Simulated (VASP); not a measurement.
# Sb (P4/mmm) in VASP: further runs, part 2 of 2

VASP 6.6.1. The steps go on from the part before.

## 5. Single point, r2SCAN (strain +0.0750 x Voigt [0, 1, 0, 0, 0, 0])

File POSCAR:

```
Sb
1.0
    3.1600000000      0.0000000000      0.0000000000
    0.0000000000      3.3970000000      0.0000000000
    0.0000000000      0.0000000000      3.1600000000
Sb
1
Direct
    0.0000000000      0.0000000000      0.0000000000
```

File INCAR.step1:

```
ALGO     = Normal         # electronic algorithm
EDIFF    = 1E-4           # SCF threshold, eV
ENCUT    = 520            # plane-wave cutoff, eV
GGA      = PE             # functional
ISMEAR   = 0              # smearing method
LASPH    = T              # aspherical terms in the spheres
LCHARG   = F              # write CHGCAR
LREAL    = F              # projectors in reciprocal space
LWAVE    = T              # write WAVECAR
NBANDS   = 8              # bands
NELM     = 60             # most SCF steps
PREC     = Accurate       # precision mode
SIGMA    = 0.15           # smearing width, eV
```

File INCAR.step2:

```
ALGO     = Normal         # electronic algorithm
EDIFF    = 1E-7           # SCF threshold, eV
ENCUT    = 520            # plane-wave cutoff, eV
ISIF     = 2              # what is computed and relaxed
ISMEAR   = 0              # smearing method
ISTART   = 1            
LASPH    = T              # aspherical terms in the spheres
LCHARG   = F              # write CHGCAR
LMIXTAU  = T            
LREAL    = F              # projectors in reciprocal space
LWAVE    = F              # write WAVECAR
METAGGA  = R2SCAN         # meta-GGA
NBANDS   = 8              # bands
NELM     = 60             # most SCF steps
PREC     = Accurate       # precision mode
SIGMA    = 0.15           # smearing width, eV
```

File KPOINTS:

```
k-points
0
Gamma
  16 16 16
```

Potentials or basis: VASP PAW PBE potentials, release 64 (Sb).

Command:

```console
$ cat potpaw_PBE.64/Sb/POTCAR > POTCAR
$ cp INCAR.step1 INCAR
$ mpirun -np 1 vasp_std > vasp.out
$ cp INCAR.step2 INCAR
$ mpirun -np 1 vasp_std > vasp.out
```

OUTCAR:

```text
EDIFF = 1E-7
   ENCUT = 520
   ISIF = 2
   ISMEAR = 0
   ISTART = 1
   LASPH = T
   LREAL = F
   METAGGA = R2SCAN
   NELM = 60
   PREC = Accurate

 ion  position               nearest neighbor table
   1  0.000  0.000  0.000-

  LATTYP: Found a simple tetragonal cell.
 ALAT       =     3.1600000000
 C/A-ratio  =     1.0750000000

  Lattice vectors:

 A1 = (  -3.1600000000,   0.0000000000,   0.0000000000)
 A2 = (   0.0000000000,   0.0000000000,   3.1600000000)
 A3 = (   0.0000000000,   3.3970000000,   0.0000000000)

Analysis of symmetry for initial positions (statically):
=====================================================================
 Subroutine PRICEL returns:
 Original cell was already a primitive cell.

 Routine SETGRP: Setting up the symmetry group for a
 simple tetragonal supercell.

 Subroutine GETGRP returns: Found 16 space group operations
 (whereof 16 operations were pure point group operations)
 out of a pool of 16 trial point group operations.

The static configuration has the point symmetry D_4h.

Analysis of symmetry for dynamics (positions and initial velocities):
=====================================================================
 Subroutine PRICEL returns:
 Original cell was already a primitive cell.

 Routine SETGRP: Setting up the symmetry group for a
 simple tetragonal supercell.

 Subroutine GETGRP returns: Found 16 space group operations
 (whereof 16 operations were pure point group operations)
 out of a pool of 16 trial point group operations.

The dynamic configuration has the point symmetry D_4h.

 Subroutine INISYM returns: Found 16 space group operations
 (whereof 16 operations are pure point group operations),
 and found     1 'primitive' translations

----------------------------------------------------------------------------------------

                                     Primitive cell

  volume of cell :      33.9211

  direct lattice vectors                    reciprocal lattice vectors
     3.160000000  0.000000000  0.000000000     0.316455696  0.000000000  0.000000000
     0.000000000  3.397000000  0.000000000     0.000000000  0.294377392  0.000000000
     0.000000000  0.000000000  3.160000000     0.000000000  0.000000000  0.316455696

  length of vectors
     3.160000000  3.397000000  3.160000000     0.316455696  0.294377392  0.316455696

  position of ions in fractional coordinates (direct lattice)
     0.000000000  0.000000000  0.000000000

  ion indices of the primitive-cell ions
   primitive index   ion index
                 1           1

----------------------------------------------------------------------------------------

 KPOINTS: k-points

Automatic generation of k-mesh.
 Grid dimensions read from file:
 generate k-points for:   16   16   16

 Generating k-lattice:

  Cartesian coordinates                     Fractional coordinates (reciprocal lattice)
     0.019778481  0.000000000  0.000000000     0.062500000  0.000000000  0.000000000
     0.000000000  0.018398587  0.000000000     0.000000000  0.062500000  0.000000000
     0.000000000  0.000000000  0.019778481     0.000000000  0.000000000  0.062500000

  Length of vectors
     0.019778481  0.018398587  0.019778481

  Shift w.r.t. Gamma in fractional coordinates (k-lattice)
     0.000000000  0.000000000  0.000000000

 Subroutine IBZKPT returns following result:
 ===========================================

 Found    405 irreducible k-points:

 Following reciprocal coordinates:
            Coordinates               Weight
  0.000000  0.000000  0.000000      1.000000
  0.062500  0.000000  0.000000      4.000000
  0.125000  0.000000  0.000000      4.000000
  0.187500  0.000000  0.000000      4.000000
  0.250000  0.000000  0.000000      4.000000
  0.312500  0.000000  0.000000      4.000000
[... 16 lines left out ...]
  0.250000  0.125000  0.000000      8.000000
  0.312500  0.125000  0.000000      8.000000
 [... further k-points ...]
   k-points           NKPTS =    405   k-points in BZ     NKDIM =    405   number of bands    NBANDS=      8
   number of dos      NEDOS =    301   number of ions     NIONS =      1
   total plane-waves  NPLWV =  16128
   dimension x,y,z NGX =    24 NGY =   28 NGZ =   24
   dimension x,y,z NGXF=    48 NGYF=   56 NGZF=   48
   ions per type =               1
   NGX,Y,Z   is equivalent  to a cutoff of  12.63, 13.70, 12.63 a.u.
   NGXF,Y,Z  is equivalent  to a cutoff of  25.25, 27.41, 25.25 a.u.
 SYSTEM =  unknown system
   PREC   = accura    normal or accurate (medium, high low for compatibility)
   ISTART =      1    job   : 0-new  1-cont  2-samecut
   ICHARG =      0    charge: 1-file 2-atom 10-const
   ISPIN  =      1    spin polarized calculation?
   LNONCOLLINEAR =      F non collinear calculations
   LSORBIT =      F    spin-orbit coupling
   LASPH  =      T    aspherical Exc in radial PAW
   ENCUT  =  520.0 eV  38.22 Ry    6.18 a.u.   5.88  6.32  5.88*2*pi/ulx,y,z
   NELM   =     60;   NELMIN=  2; NELMDL=  0     # of ELM steps
   EDIFF  = 0.1E-06   stopping-criterion for ELM
   LREAL  =      F    real-space projection
   EDIFFG = 0.1E-05   stopping-criterion for IOM
   NSW    =      0    number of steps for IOM
   IBRION =     -1    ionic relax: 0-MD 1-quasi-New 2-CG
   NFREE  =      0    steps in history (QN), initial steepest desc. (CG)
   ISIF   =      2    stress and relaxation
   ISYM   =      2    0-nonsym 1-usesym 2-fastsym
   POTIM  = 0.5000    time-step for ionic-motion
   TEBEG  =    0.0;   TEEND  =   0.0 temperature during run
   PSTRESS=    0.0 pullay stress
   NELECT =       5.0000    total number of electrons
   NUPDOWN=      -1.0000    fix difference up-down
   EMIN   =  10.00;   EMAX   =-10.00  energy-range for DOS
   EFERMI =   0.00;   METHOD = LEGACY
   ISMEAR =     0;   SIGMA  =   0.15  broadening in eV -4-tet -1-fermi 0-gaus
   EFERMI_NEDOS =   21; number of points for ismear=-14 and -15
   IALGO  =     38    algorithm
   IMIX   =      4    mixing-type and parameters
     AMIX     =   0.40;   BMIX     =  1.00
     AMIX_MAG =   1.60;   BMIX_MAG =  1.00
  volume/ion in A,a.u.               =      33.92       228.91
  Fermi-wavevector in a.u.,A,eV,Ry     =   0.864785  1.634207 10.175164  0.747853
  Thomas-Fermi vector in A             =   1.982933
   LORBIT       =      0    0 simple, 1 ext, 2 COOP (PROOUT), +10 PAW based schemes
   METAGGA = R2SCAN    functional components
   LHFCALC =     F    Hartree Fock is set to
   AEXX    =    0.0000 exact exchange contribution
   IVDW    =     0    specifies the selected vdW correction
   LEPSILON=     F    determine dielectric tensor
   LRPA    =     F    only Hartree local field effects (RPA)
 non-spin polarized calculation
 Gauss-broadening in eV      SIGMA  =   0.15
  energy-cutoff  :      520.00
  volume of cell :       33.92
 maximum number of plane-waves:       952
 NGX is ok and might be reduce to    24
   NGX = 11   NGY = 13   NGZ = 11

 number of electron       5.0000000 magnetization

 Free energy of the ion-electron system (eV)
  ---------------------------------------------------
  ext. energy  EPLUGINS =         0.00000000
  ---------------------------------------------------
  free energy    TOTEN  =       -25.51770066 eV

  energy without entropy =      -25.51126715  energy(sigma->0) =      -25.51448390

 E-fermi :   5.5314     XC(G=0):  -9.5386

 val. band max:        5.5291203352   @ k =   0.2500   0.5000   0.0625
 cond. band min:       5.5317749470   @ k =   0.4375   0.2500   0.1250
 fundamental gap:      0.0026546117
 Fermi energy:         5.5314448239

 k-point     1 :       0.0000    0.0000    0.0000
  band No.  band energies     occupation
      1      -6.5481      2.00000
      2       7.4148      0.00000
      3       9.2308      0.00000
      4       9.2308      0.00000
      5      11.8640      0.00000
      6      13.0715      0.00000
      7      14.2965      0.00000
      8      22.9257      0.00000
[... 243 lines left out ...]
 k-point    24 :       0.3125    0.1250    0.0000
  band No.  band energies     occupation
      1      -5.0450      2.00000
      2       2.8268      2.00000
      3       6.9866      0.00000
      4      10.5905      0.00000
      5      14.4960      0.00000
      6      14.6932      0.00000
      7      16.3048      0.00000
      8      19.3468      0.00000

 [... further k-points ...]

------------------------ aborting loop because EDIFF is reached ----------------------------------------

  FORCE on cell =-STRESS in cart. coord.  units (eV):
  Direction    XX          YY          ZZ          XY          YZ          ZX
  --------------------------------------------------------------------------------------
  -------------------------------------------------------------------------------------
  Total       -0.9287174     -1.8384189     -0.9287174     -0.0000000      0.0000000      0.0000000
  in kB      -43.8656371    -86.8331078    -43.8656371     -0.0000000      0.0000000      0.0000000
  external PRESSURE =     -58.1881273 kB  Pullay stress =       0.0000000 kB

 VOLUME and BASIS-vectors are now :
 -----------------------------------------------------------------------------
  energy-cutoff  :      520.00
  volume of cell :       33.92
      direct lattice vectors                 reciprocal lattice vectors
     3.160000000  0.000000000  0.000000000     0.316455696  0.000000000  0.000000000
     0.000000000  3.397000000  0.000000000     0.000000000  0.294377392  0.000000000
     0.000000000  0.000000000  3.160000000     0.000000000  0.000000000  0.316455696

 POSITION                                       TOTAL-FORCE (eV/Angst)
 -----------------------------------------------------------------------------------
      0.00000      0.00000      0.00000         0.000000      0.000000      0.000000
 -----------------------------------------------------------------------------------
    total drift:                               -0.000000      0.000000      0.000000

  FREE ENERGIE OF THE ION-ELECTRON SYSTEM (eV)
  ---------------------------------------------------
  free  energy   TOTEN  =       -25.5177006563 eV

  energy  without entropy=      -25.5112671535  energy(sigma->0) =      -25.51448390
```

It took 1.7 min on 1 thread of Intel Xeon 6975P-C (Granite Rapids), shared host; peak memory 0.23 GiB.

What came out:

| Property | Result |
| --- | --- |
| Free energy | -25.5177 eV |
| Pressure | -5.8 GPa |

Caveat: the cell differs from its parent crystal (strain +0.0750 x Voigt [0, 1, 0, 0, 0, 0]); the PAW data sets were made with another functional, which shifts forces and pressure a little; spin-orbit coupling is left out, which moves the levels of the heavy elements.

## 6. The runs side by side

| cell | gap on the mesh (eV) | pressure (GPa) |
| --- | --- | --- |
| a = 3.160, b = 2.923 Å, 1 atom | none | 1.3 |
| a = 3.160, b = 3.042 Å, 1 atom | none | -1.7 |
| a = 3.160, b = 3.279 Å, 1 atom | none | -5.0 |
| a = 3.160, b = 3.397 Å, 1 atom | none | -5.8 |

Alike in all rows: task single point; level r2SCAN; potentials or basis VASP PAW PBE potentials, release 64 (Sb); no spin polarisation; k mesh 16 × 16 × 16; cutoff (eV) 520; smearing gaussian 0.15 eV.

Caveats: the PAW data sets were made with another functional, which shifts forces and pressure a little; spin-orbit coupling is left out, which moves the levels of the heavy elements.

Absolute energies hang on the potentials; compare differences alone.
